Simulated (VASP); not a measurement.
# CdO2 (P-3m1) in VASP: a series of runs

Runs on CdO2. Level: r2SCAN. Tasks: single point.

Program: VASP 6.6.1. These are calculated values, not measurements. Logs are shortened: lines on timing, memory, paths and dates and some standing lists are left out, and cuts for length are marked.

## Step 1: The cell of the first run

It takes space group P-3m1 (No. 164, trigonal). Conventional cell: a = 3.476 Å, b = 3.476 Å, c = 4.148 Å, α = 90.00°, β = 90.00°, γ = 120.00°. Within 3.0 Å of Cd (site symmetry -3m) lie 6 O at 2.25 Å. Within 3.0 Å of O (site symmetry 3m) lie 3 Cd at 2.25 Å and 6 O at 2.85 to 2.92 Å.

## Step 2: Single point, r2SCAN

POSCAR reads:

```
CdO2
1.0
    3.4762300000      0.0000000000      0.0000000000
   -1.7381150000      3.0105034894      0.0000000000
    0.0000000000      0.0000000000      4.1480760000
Cd O
1 2
Direct
    0.0000000000      0.0000000000      0.0000000000
    0.6666666667      0.3333333333      0.7557800000
    0.3333333333      0.6666666667      0.2442200000
```

INCAR.step1 reads:

```
SYSTEM = CdO2
PREC = Accurate ; ENCUT = 520
ISMEAR = -1 ; SIGMA = 0.1
LREAL = .False. ; LASPH = .True.
NELM = 60 ; NBANDS = 19
GGA = PE ; ALGO = Normal
EDIFF = 1E-4 ; LWAVE = .True.
LCHARG = .False.
```

INCAR.step2 reads:

```
SYSTEM = CdO2
PREC = Accurate ; ENCUT = 520
EDIFF = 1E-6 ; ISMEAR = -1
SIGMA = 0.1 ; LREAL = .False.
LASPH = .True. ; NELM = 60
ALGO = Normal ; ISIF = 2
LWAVE = .False. ; LCHARG = .True.
METAGGA = R2SCAN ; LMIXTAU = .True.
LELF = .True. ; LVHAR = .True.
NBANDS = 19 ; ISTART = 1
```

KPOINTS reads:

```
regular mesh
0
Gamma
  3 3 2
  0 0 0
```

Potentials or basis: VASP PAW PBE potentials, release 64 (Cd, O).

Started as:

```
> cat potpaw_PBE.64/Cd/POTCAR potpaw_PBE.64/O/POTCAR > POTCAR
> cp INCAR.step1 INCAR
> mpirun -np 1 vasp_std > vasp.out
> cp INCAR.step2 INCAR
> mpirun -np 1 vasp_std > vasp.out
```

OUTCAR:

```text
SYSTEM = CdO2
   PREC = Accurate
   ENCUT = 520
   EDIFF = 1E-6
   ISMEAR = -1
   LREAL = .False.
   LASPH = .True.
   NELM = 60
   ISIF = 2
   METAGGA = R2SCAN
   ISTART = 1

 ion  position               nearest neighbor table
   1  0.000  0.000  0.000-   2 2.25   3 2.25   2 2.25   3 2.25   2 2.25   3 2.25
   2  0.667  0.333  0.756-   1 2.25   1 2.25   1 2.25
   3  0.333  0.667  0.244-   1 2.25   1 2.25   1 2.25

  LATTYP: Found a hexagonal cell.
 ALAT       =     3.4762300000
 C/A-ratio  =     1.1932685697

  Lattice vectors:

 A1 = (   3.4762300000,   0.0000000000,   0.0000000000)
 A2 = (  -1.7381150000,   3.0105034894,   0.0000000000)
 A3 = (   0.0000000000,   0.0000000000,   4.1480760000)

Analysis of symmetry for initial positions (statically):
=====================================================================
 Subroutine PRICEL returns:
 Original cell was already a primitive cell.

 Routine SETGRP: Setting up the symmetry group for a
 hexagonal supercell.

 Subroutine GETGRP returns: Found 12 space group operations
 (whereof 12 operations were pure point group operations)
 out of a pool of 24 trial point group operations.

The static configuration has the point symmetry D_3d.

Analysis of symmetry for dynamics (positions and initial velocities):
=====================================================================
 Subroutine PRICEL returns:
 Original cell was already a primitive cell.

 Routine SETGRP: Setting up the symmetry group for a
 hexagonal supercell.

 Subroutine GETGRP returns: Found 12 space group operations
 (whereof 12 operations were pure point group operations)
 out of a pool of 24 trial point group operations.

The dynamic configuration has the point symmetry D_3d.

 Subroutine INISYM returns: Found 12 space group operations
 (whereof 12 operations are pure point group operations),
 and found     1 'primitive' translations

----------------------------------------------------------------------------------------

                                     Primitive cell

  volume of cell :      43.4105

  direct lattice vectors                    reciprocal lattice vectors
     3.476230000  0.000000000  0.000000000     0.287667962  0.166085175  0.000000000
    -1.738115000  3.010503489  0.000000000     0.000000000  0.332170351  0.000000000
     0.000000000  0.000000000  4.148076000     0.000000000  0.000000000  0.241075622

  length of vectors
     3.476230000  3.476230000  4.148076000     0.332170351  0.332170351  0.241075622

  position of ions in fractional coordinates (direct lattice)
     0.000000000  0.000000000  0.000000000
     0.666666667  0.333333333  0.755780000
     0.333333333  0.666666667  0.244220000

  ion indices of the primitive-cell ions
   primitive index   ion index
                 1           1
                 2           2
                 3           3

----------------------------------------------------------------------------------------

 KPOINTS: regular mesh

Automatic generation of k-mesh.
 Grid dimensions read from file:
 generate k-points for:    3    3    2

 Generating k-lattice:

  Cartesian coordinates                     Fractional coordinates (reciprocal lattice)
     0.095889321  0.055361725  0.000000000     0.333333333  0.000000000  0.000000000
     0.000000000  0.110723450  0.000000000     0.000000000  0.333333333  0.000000000
     0.000000000  0.000000000  0.120537811     0.000000000  0.000000000  0.500000000

  Length of vectors
     0.110723450  0.110723450  0.120537811

  Shift w.r.t. Gamma in fractional coordinates (k-lattice)
     0.000000000  0.000000000  0.000000000

 Subroutine IBZKPT returns following result:
 ===========================================

 Found      6 irreducible k-points:

 Following reciprocal coordinates:
            Coordinates               Weight
  0.000000  0.000000  0.000000      1.000000
  0.333333  0.000000  0.000000      6.000000
  0.333333  0.333333  0.000000      2.000000
  0.000000  0.000000  0.500000      1.000000
  0.333333  0.000000  0.500000      6.000000
[... 42 lines left out ...]
  ---------------------------------------------------
  ext. energy  EPLUGINS =         0.00000000
  ---------------------------------------------------
  free energy    TOTEN  =       -31.85123574 eV

  energy without entropy =      -31.69624365  energy(sigma->0) =      -31.77373969

 E-fermi :  -0.9364     XC(G=0): -10.7537

 val. band max:       -0.9396331197   @ k =   0.3333   0.0000   0.0000
 cond. band min:      -0.8536814907   @ k =   0.0000   0.0000   0.0000
 fundamental gap:      0.0859516290
 Fermi energy:        -0.9364309651

 k-point     1 :       0.0000    0.0000    0.0000
  band No.  band energies     occupation
      1     -19.0797      2.00000
      2     -17.7154      2.00000
      3      -8.3772      2.00000
      4      -8.3772      2.00000
      5      -8.0214      2.00000
      6      -7.4308      2.00000
[... 11 lines left out ...]
     18      14.5595      0.00000
     19      18.2016      0.00000

 k-point     2 :       0.3333    0.0000    0.0000
  band No.  band energies     occupation
      1     -18.6165      2.00000
      2     -18.0282      2.00000
      3      -8.0367      2.00000
      4      -7.9174      2.00000
      5      -7.5801      2.00000
      6      -7.3966      2.00000
[... 11 lines left out ...]
     18      14.2450      0.00000
     19      14.7535      0.00000

 k-point     3 :       0.3333    0.3333    0.0000
  band No.  band energies     occupation
      1     -18.2684      2.00000
      2     -18.2684      2.00000
      3      -7.7588      2.00000
      4      -7.7588      2.00000
      5      -7.4552      2.00000
      6      -7.3866      2.00000
[... 11 lines left out ...]
     18      13.2784      0.00000
     19      16.5821      0.00000

 k-point     4 :       0.0000    0.0000    0.5000
  band No.  band energies     occupation
      1     -18.7106      2.00000
      2     -18.1421      2.00000
      3      -8.3607      2.00000
      4      -8.3607      2.00000
      5      -7.7493      2.00000
      6      -7.4498      2.00000
[... 11 lines left out ...]
     18      16.4058      0.00000
     19      17.3180      0.00000

 k-point     5 :       0.3333    0.0000    0.5000
  band No.  band energies     occupation
      1     -18.3989      2.00000
      2     -18.2260      2.00000
      3      -8.0802      2.00000
      4      -8.0246      2.00000
      5      -7.4989      2.00000
      6      -7.4026      2.00000
[... 11 lines left out ...]
     18      14.6439      0.00000
     19      17.9430      0.00000

 k-point     6 :       0.3333    0.3333    0.5000
  band No.  band energies     occupation
      1     -18.2533      2.00000
      2     -18.2533      2.00000
      3      -7.8001      2.00000
      4      -7.8001      2.00000
      5      -7.3735      2.00000
      6      -7.3586      2.00000
[... 11 lines left out ...]
     18      14.1200      0.00000
     19      14.1200      0.00000

------------------------ aborting loop because EDIFF is reached ----------------------------------------

  FORCE on cell =-STRESS in cart. coord.  units (eV):
  Direction    XX          YY          ZZ          XY          YZ          ZX
  --------------------------------------------------------------------------------------
  -------------------------------------------------------------------------------------
  Total       -2.4507432     -2.4507432     -2.0434067     -0.0000000      0.0000000      0.0000000
  in kB      -90.4511389    -90.4511389    -75.4173143     -0.0000000      0.0000000      0.0000000
  external PRESSURE =     -85.4398640 kB  Pullay stress =       0.0000000 kB

 VOLUME and BASIS-vectors are now :
 -----------------------------------------------------------------------------
  energy-cutoff  :      520.00
  volume of cell :       43.41
      direct lattice vectors                 reciprocal lattice vectors
     3.476230000  0.000000000  0.000000000     0.287667962  0.166085175  0.000000000
    -1.738115000  3.010503489  0.000000000     0.000000000  0.332170351  0.000000000
     0.000000000  0.000000000  4.148076000     0.000000000  0.000000000  0.241075622

 POSITION                                       TOTAL-FORCE (eV/Angst)
 -----------------------------------------------------------------------------------
      0.00000      0.00000      0.00000         0.000000      0.000000      0.000000
      1.73812      1.00350      3.13503        -0.000000      0.000000      0.217757
     -0.00000      2.00700      1.01304         0.000000     -0.000000     -0.217757
 -----------------------------------------------------------------------------------
    total drift:                                0.000000     -0.000000     -0.000000

  FREE ENERGIE OF THE ION-ELECTRON SYSTEM (eV)
  ---------------------------------------------------
  free  energy   TOTEN  =       -31.8512357399 eV

  energy  without entropy=      -31.6962436467  energy(sigma->0) =      -31.77373969
```

Run time: 37 s. Hardware: 1 thread of Intel Xeon 8259CL, shared host; peak memory 0.17 GiB.

Results:

* Free energy: -31.8512 eV
* Pressure: -8.5 GPa
* Largest force: 0.218 eV/Å
* Band gap on the k mesh: zero (band 12 reaches -0.56 eV, above the bottom of band 13 at -1.53 eV)

Forces in eV/Å, atoms in the order of the input:
```
Cd   0.000  0.000  0.000
O    0.000  0.000  0.218
O    0.000  0.000 -0.218
```

Levels at points of the mesh, in eV from the Fermi level:
```tsv
k point	band 10	band 11	band 12	band 13	band 14	band 15
(0.00, 0.00, 0.00)	-0.92	-0.07	-0.07	0.08	3.85	9.19
(0.00, 0.00, 0.50)	-1.15	-1.15	0.20	0.20	6.15	7.47
```

Caveat: the k points lie up to 0.76 Å⁻¹ apart; the PAW data sets were made with another functional, which shifts forces and pressure a little.

## Step 3: Single point, r2SCAN

POSCAR is that of step 2.

INCAR.step1 reads:

```
  ALGO = Normal
  EDIFF = 1E-4
  ENCUT = 520
  GGA = PE
  ISMEAR = -1
  LASPH = True
  LCHARG = False
  LREAL = False
  LWAVE = True
  NBANDS = 19
  NELM = 80
  PREC = Accurate
  SIGMA = 0.1
```

INCAR.step2 reads:

```
  ALGO = Normal
  EDIFF = 1E-7
  ENCUT = 520
  ISIF = 2
  ISMEAR = -1
  ISTART = 1
  LASPH = True
  LCHARG = False
  LMIXTAU = True
  LREAL = False
  LWAVE = False
  METAGGA = R2SCAN
  NBANDS = 19
  NELM = 80
  PREC = Accurate
  SIGMA = 0.1
```

KPOINTS reads:

```
k-points
0
Gamma
  4 4 3
```

Potentials or basis: VASP PAW PBE potentials, release 64 (Cd, O).

Started as:

```
> cat potpaw_PBE.64/Cd/POTCAR potpaw_PBE.64/O/POTCAR > POTCAR
> cp INCAR.step1 INCAR
> mpirun -np 1 vasp_std > vasp.out
> cp INCAR.step2 INCAR
> mpirun -np 1 vasp_std > vasp.out
```

Wall time 64 s (1 thread of Intel Xeon 8259CL, shared host); peak memory 0.17 GiB.

Results (log left out):

```
Free energy            : -31.8322 eV
Pressure               : -8.1 GPa
Largest force          : 0.153 eV/Å
Band gap on the k mesh : zero (band 12 reaches -0.79 eV, above the bottom of band 13 at -1.13 eV)
```

Forces in eV/Å, atoms in the order of the input:
```
Cd   0.000  0.000  0.000
O    0.000  0.000  0.153
O    0.000  0.000 -0.153
```

Stress tensor (GPa, compression positive):
```
-8.38  0.00  0.00
 0.00 -8.38  0.00
 0.00  0.00 -7.47
```

Levels at points of the mesh, in eV from the Fermi level:
```tsv
k point	band 9	band 10	band 11	band 12	band 13	band 14	band 15	band 16
(0.00, 0.00, 0.00)	-0.93	-0.93	-0.07	-0.07	0.06	3.85	9.19	14.60
(0.50, 0.00, 0.00)	-2.32	-2.25	-1.53	-0.16	0.38	7.93	9.79	13.48
```

Caveat: the k points lie up to 0.52 Å⁻¹ apart; the PAW data sets were made with another functional, which shifts forces and pressure a little.

## Step 4: Single point, r2SCAN

POSCAR is that of step 3.

INCAR.step1 reads:

```
SYSTEM = CdO2
  PREC = Accurate
  ENCUT = 520
  ISMEAR = -1
  SIGMA = 0.1
  LREAL = .FALSE.
  LASPH = .TRUE.
  NELM = 60
  NBANDS = 19
  GGA = PE
  ALGO = Normal
  EDIFF = 1E-4
  LWAVE = .TRUE.
  LCHARG = .FALSE.
```

INCAR.step2 reads:

```
SYSTEM = CdO2
  PREC = Accurate
  ENCUT = 520
  EDIFF = 1E-6
  ISMEAR = -1
  SIGMA = 0.1
  LREAL = .FALSE.
  LASPH = .TRUE.
  NELM = 60
  ALGO = Normal
  ISIF = 2
  LWAVE = .FALSE.
  LCHARG = .FALSE.
  METAGGA = R2SCAN
  LMIXTAU = .TRUE.
  NBANDS = 19
  ISTART = 1
```

KPOINTS reads:

```
regular mesh
0
G
  5 5 4
  0 0 0
```

Started as:

```
> cat potpaw_PBE.64/Cd/POTCAR potpaw_PBE.64/O/POTCAR > POTCAR
> cp INCAR.step1 INCAR
> mpirun -np 1 vasp_std > vasp.out
> cp INCAR.step2 INCAR
> mpirun -np 1 vasp_std > vasp.out
```

Run time: 93 s. Hardware: 1 thread of Intel Xeon 8259CL, shared host; peak memory 0.17 GiB.

Results (log left out):

- Free energy: -31.8356 eV
- Pressure: -8.2 GPa
- Largest force: 0.136 eV/Å
- Band gap on the k mesh: zero (band 12 reaches -0.73 eV, above the bottom of band 13 at -1.19 eV)

Forces in eV/Å, atoms in the order of the input:
```
Cd   0.000  0.000  0.000
O    0.000  0.000  0.136
O    0.000  0.000 -0.136
```

Stress tensor (GPa, compression positive):
```
-8.32  0.00  0.00
 0.00 -8.32  0.00
 0.00  0.00 -7.81
```

Levels at points of the mesh, in eV from the Fermi level:
| k point | band 8 | band 9 | band 10 | band 11 | band 12 | band 13 | band 14 | band 15 | band 16 | band 17 |
| --- | --- | --- | --- | --- | --- | --- | --- | --- | --- | --- |
| (0.00, 0.00, 0.00) | -2.18 | -0.92 | -0.92 | -0.07 | -0.07 | 0.06 | 3.86 | 9.20 | 14.61 | 14.61 |
| (0.00, 0.00, 0.50) | -1.75 | -1.53 | -1.15 | -1.15 | 0.21 | 0.21 | 6.16 | 7.48 | 14.79 | 14.79 |

Caveat: the k points lie up to 0.42 Å⁻¹ apart; the PAW data sets were made with another functional, which shifts forces and pressure a little.

## Step 5: Single point, r2SCAN

POSCAR is that of step 4.

INCAR.step1 reads:

```
SYSTEM = CdO2
PREC = Accurate ; ENCUT = 520
ISMEAR = -1 ; SIGMA = 0.1
LREAL = .False. ; LASPH = .True.
NELM = 100 ; NBANDS = 19
GGA = PE ; ALGO = Normal
EDIFF = 1E-4 ; LWAVE = .True.
LCHARG = .False.
```

INCAR.step2 reads:

```
SYSTEM = CdO2
PREC = Accurate ; ENCUT = 520
EDIFF = 1E-6 ; ISMEAR = -1
SIGMA = 0.1 ; LREAL = .False.
LASPH = .True. ; NELM = 100
ALGO = Normal ; ISIF = 2
LWAVE = .False. ; LCHARG = .True.
METAGGA = R2SCAN ; LMIXTAU = .True.
LELF = .True. ; LVHAR = .True.
NBANDS = 19 ; ISTART = 1
```

KPOINTS reads:

```
Automatic mesh
0
Gamma
  6 6 4
  0 0 0
```

Started as:

```
> cat potpaw_PBE.64/Cd/POTCAR potpaw_PBE.64/O/POTCAR > POTCAR
> cp INCAR.step1 INCAR
> mpirun -np 1 vasp_std > vasp.out
> cp INCAR.step2 INCAR
> mpirun -np 1 vasp_std > vasp.out
```

Wall time 1.9 min (1 thread of Intel Xeon 8259CL, shared host); peak memory 0.18 GiB.

The run converged. Its results:

```yaml
Free_energy: -31.8277 eV
Pressure: -8.0 GPa
Largest_force: 0.143 eV/Å
Band_gap_on_the_k_mesh: zero (band 12 reaches -0.58 eV, above the bottom of band 13 at -1.54 eV)
```

Forces on the atoms (eV/Å):
```
Cd   0.000  0.000  0.000
O    0.000  0.000  0.143
O    0.000  0.000 -0.143
```

Stress tensor (GPa, compression positive):
```
-8.10  0.00  0.00
 0.00 -8.10  0.00
 0.00  0.00 -7.80
```

Levels at points of the mesh, in eV from the Fermi level:
```csv
k point,band 9,band 10,band 11,band 12,band 13,band 14,band 15,band 16
"(0.00, 0.00, 0.00)",-0.92,-0.92,-0.06,-0.06,0.06,3.86,9.20,14.62
"(0.50, 0.00, 0.00)",-2.31,-2.25,-1.53,-0.17,0.39,7.94,9.80,13.48
"(0.00, 0.00, 0.50)",-1.53,-1.15,-1.15,0.21,0.21,6.16,7.48,14.79
"(0.50, 0.00, 0.50)",-3.25,-1.84,-0.57,-0.10,-0.08,8.23,9.00,11.76
```

Caveat: the k points lie up to 0.38 Å⁻¹ apart; the PAW data sets were made with another functional, which shifts forces and pressure a little.

## Step 6: Single point, r2SCAN

POSCAR is that of step 5.

INCAR.step1 reads:

```
SYSTEM = CdO2
PREC     = Accurate       ! precision mode
ENCUT    = 520            ! plane-wave cutoff, eV
ISMEAR   = -1             ! smearing method
SIGMA    = 0.1            ! smearing width, eV
LREAL    = .FALSE.        ! projectors in reciprocal space
LASPH    = .TRUE.         ! aspherical terms in the spheres
NELM     = 60             ! most SCF steps
NBANDS   = 19             ! bands
GGA      = PE             ! functional
ALGO     = Normal         ! electronic algorithm
EDIFF    = 1E-4           ! SCF threshold, eV
LWAVE    = .TRUE.         ! write WAVECAR
LCHARG   = .FALSE.        ! write CHGCAR
```

INCAR.step2 reads:

```
SYSTEM = CdO2
PREC     = Accurate       ! precision mode
ENCUT    = 520            ! plane-wave cutoff, eV
EDIFF    = 1E-6           ! SCF threshold, eV
ISMEAR   = -1             ! smearing method
SIGMA    = 0.1            ! smearing width, eV
LREAL    = .FALSE.        ! projectors in reciprocal space
LASPH    = .TRUE.         ! aspherical terms in the spheres
NELM     = 60             ! most SCF steps
ALGO     = Normal         ! electronic algorithm
ISIF     = 2              ! what is computed and relaxed
LWAVE    = .FALSE.        ! write WAVECAR
LCHARG   = .TRUE.         ! write CHGCAR
METAGGA  = R2SCAN         ! meta-GGA
LMIXTAU  = .TRUE.       
LELF     = .TRUE.         ! ELF
LVHAR    = .TRUE.       
NBANDS   = 19             ! bands
ISTART   = 1
```

KPOINTS reads:

```
regular mesh
0
G
  7 7 5
  0 0 0
```

Potentials or basis: VASP PAW PBE potentials, release 64 (Cd, O).

Started as:

```
> cat potpaw_PBE.64/Cd/POTCAR potpaw_PBE.64/O/POTCAR > POTCAR
> cp INCAR.step1 INCAR
> mpirun -np 1 vasp_std > vasp.out
> cp INCAR.step2 INCAR
> mpirun -np 1 vasp_std > vasp.out
```

Wall time 2.5 min (1 thread of Intel Xeon 8259CL, shared host); peak memory 0.19 GiB.

It converged, with:

| Property | Result |
| --- | --- |
| Free energy | -31.8253 eV |
| Pressure | -8.0 GPa |
| Largest force | 0.156 eV/Å |
| Band gap on the k mesh | zero (band 12 reaches -0.72 eV, above the bottom of band 13 at -1.33 eV) |

Forces in eV/Å, atoms in the order of the input:
```
Cd   0.000  0.000  0.000
O    0.000  0.000  0.156
O    0.000  0.000 -0.156
```

Stress tensor (GPa, compression positive):
```
-8.08  0.00  0.00
 0.00 -8.08  0.00
 0.00  0.00 -7.87
```

Levels at points of the mesh, in eV from the Fermi level:
```csv
k point,band 8,band 9,band 10,band 11,band 12,band 13,band 14,band 15,band 16,band 17
"(0.00, 0.00, 0.00)",-2.19,-0.92,-0.92,-0.07,-0.07,0.06,3.86,9.20,14.61,14.61
```

Caveat: the PAW data sets were made with another functional, which shifts forces and pressure a little.

## Step 7: Overview

| k mesh | gap on the mesh (eV) | pressure (GPa) | largest force (eV/Å) |
| --- | --- | --- | --- |
| 3 × 3 × 2 | none | -8.5 | 0.22 |
| 4 × 4 × 3 | none | -8.1 | 0.15 |
| 5 × 5 × 4 | none | -8.2 | 0.14 |
| 6 × 6 × 4 | none | -8.0 | 0.14 |
| 7 × 7 × 5 | none | -8.0 | 0.16 |

Alike in all rows: task single point; level r2SCAN; potentials or basis VASP PAW PBE potentials, release 64 (Cd, O); no spin polarisation; cell as given; cutoff (eV) 520; smearing fermi-dirac 0.1 eV.

Caveats: some runs use coarse meshes; the PAW data sets were made with another functional, which shifts forces and pressure a little.

Total energies depend on the potentials used, so only differences within one code and one set of settings carry meaning.
